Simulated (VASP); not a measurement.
Wanted: the native input for a VASP 6.6.1 run.

* Task: single point
* Functional: PBE
* Potentials or basis: VASP PAW PBE potentials, release 64 (Ni)
* Cutoff: 520 eV
* k mesh: 15 × 15 × 15
* Occupations: gaussian, width 0.03 eV
* Spin: collinear spin, ferromagnetic start
* Starting moments: [0.672] μB
* Dipole correction: no
* Further INCAR settings: ALGO = Normal; EDIFF = 1e-06; NBANDS = 15

The structure of Ni lies in POSCAR:

```
Ni
1.0
    0.0000000000      1.7596893266      1.7596893266
    1.7596893266      0.0000000000      1.7596893266
    1.7596893266      1.7596893266      0.0000000000
Ni
1
Direct
    0.0000000000      0.0000000000      0.0000000000
```

The input as run:

INCAR

```
SYSTEM = Ni
ALGO = Normal ; EDIFF = 1E-6
ENCUT = 520 ; GGA = PE
ISIF = 2 ; ISMEAR = 0
ISPIN = 2 ; LASPH = .True.
LCHARG = .False. ; LMAXMIX = 4
LORBIT = 11 ; LREAL = .False.
LWAVE = .False. ; MAGMOM = 0.672
NBANDS = 15 ; NELM = 150
PREC = Accurate ; SIGMA = 0.03
```

KPOINTS

```
k-points
0
Gamma
  15 15 15
  0 0 0
```

Potentials or basis: VASP PAW PBE potentials, release 64 (Ni).

Launch:

```console
$ cat potpaw_PBE.64/Ni/POTCAR > POTCAR
$ mpirun -np 1 vasp_std > vasp.out
```

Results of the run:

The pressure is -0.2 GPa, the net moment is 0.64 μB per cell and the site moments are Ni +0.66 μB. The valence electrons inside the program's atomic spheres are Ni 9.31.

Wall time 42 s on 1 thread of Intel(R) Xeon(R) Platinum 8259CL CPU @ 2.50GHz (Skylake/Cascade Lake), with other jobs on the host, peak memory 0.15 GiB.
